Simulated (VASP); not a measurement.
Set up this calculation in VASP 6.6.1, as the native input.

```yaml
Task: single point
Functional: r2SCAN
Potentials_or_basis: VASP PAW PBE potentials, release 64 (C_h, O_h)
Cutoff: 910 eV
k_mesh: 5 × 5 × 5
Occupations: gaussian, width 0.01 eV
Spin: no spin polarisation
Dipole_correction: no
Further_INCAR_settings: ALGO = Normal; EDIFF = 1e-06; NBANDS = 25
```

CO2:

```
CELL_PARAMETERS angstrom
-1.97473 1.97473 3.01406
1.97473 -1.97473 3.01406
1.97473 1.97473 -3.01406
ATOMIC_POSITIONS crystal
C 0.75000 0.25000 0.50000
C 0.00000 0.00000 0.00000
O 0.70980 0.12500 0.08480
O 0.04020 0.62500 0.91520
O 0.37500 0.29020 0.41520
O 0.87500 0.95980 0.58480
```

One way to write it, as run:

POSCAR

```
CO2
1.0
   -1.9747270000      1.9747270000      3.0140580000
    1.9747270000     -1.9747270000      3.0140580000
    1.9747270000      1.9747270000     -3.0140580000
C O
2 4
Direct
    0.7500000000      0.2500000000      0.5000000000
    0.0000000000      0.0000000000      0.0000000000
    0.7097979999      0.1250000000      0.0847979999
    0.0402020001      0.6250000000      0.9152020001
    0.3750000000      0.2902020001      0.4152020001
    0.8750000000      0.9597979999      0.5847979999
```

INCAR.step1

```
SYSTEM = CO2
PREC = Accurate
ENCUT = 910
ISMEAR = 0
SIGMA = 0.01
LREAL = .False.
LASPH = .True.
NELM = 120
NBANDS = 25
GGA = PE
ALGO = Normal
EDIFF = 1E-5
LWAVE = .True.
LCHARG = .False.
GGA_COMPAT = .False.
```

INCAR.step2

```
SYSTEM = CO2
PREC = Accurate
ENCUT = 910
EDIFF = 1E-6
ISMEAR = 0
SIGMA = 0.01
LREAL = .False.
LASPH = .True.
NELM = 120
ALGO = Normal
ISIF = 2
LWAVE = .False.
LCHARG = .True.
METAGGA = R2SCAN
LMIXTAU = .True.
LELF = .True.
LVHAR = .True.
NBANDS = 25
ISTART = 1
GGA_COMPAT = .False.
```

KPOINTS

```
regular mesh
0
Gamma
  5 5 5
  0 0 0
```

Potentials or basis: VASP PAW PBE potentials, release 64 (C_h, O_h).

The run is started by

```console
$ cat potpaw_PBE.64/C_h/POTCAR potpaw_PBE.64/O_h/POTCAR > POTCAR
$ cp INCAR.step1 INCAR
$ mpirun -np 1 vasp_std > vasp.out
$ cp INCAR.step2 INCAR
$ mpirun -np 1 vasp_std > vasp.out
```

Results of the run:

```
Pressure               : -8.4 GPa
Largest force          : 0.257 eV/Å
Band gap on the k mesh : 8.52 eV (least direct gap 8.90 eV)
```

Caveat: the cutoff is under 1.25 times the usual one of these potentials, so pressure, stress and relaxed cells hold a basis-set (Pulay) error; the cell stands under tension; the PAW data sets were made with another functional, which shifts forces and pressure a little; an odd mesh through Γ misses points on the zone boundary, where band edges can lie.

Run time: 2.2 min on 1 thread of Intel(R) Xeon(R) 6975P-C (Granite Rapids), with other jobs on the host, peak memory 0.24 GiB.
